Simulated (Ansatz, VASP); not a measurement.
## SnTe: VASP beside Ansatz

```xyz
2
Lattice="0.0000 3.1662 3.1662 3.1662 0.0000 3.1662 3.1662 3.1662 0.0000" Properties=species:S:1:pos:R:3 pbc="T T T"
Sn    0.0000    0.0000    0.0000
Te    3.1662    3.1662    3.1662
```

Alike in both runs: functional r2SCAN; dispersion rVV10; k mesh 5 × 5 × 5; occupations fermi-dirac, width 0.05 eV; no spin polarisation.

Ansatz relaxed the structure, and its values are those at the end. VASP's run is a single point on that final structure, the one shown.

```csv
,VASP,Ansatz
version,VASP 6.6.1,Ansatz 0.2.0
potentials or method,"VASP PAW PBE potentials, release 64 (Sn_d, Te)","plane waves, PAW"
plane-wave cutoff (eV),520,500
valence electrons in the cell,20,30
```

Ansatz gave:

| Property | Result |
| --- | --- |
| pressure (GPa) | 0.0 |

What did VASP give for the same quantities?

Pressure (GPa): 0.1.

VASP's potentials were made for PBE, not for r2SCAN. VASP's potentials hold 20 valence electrons a cell and Ansatz's 30, so a difference there can come from the potentials and not from the codes. Ansatz's warnings: stress scf threshold loose.

Spin-orbit coupling is off throughout.
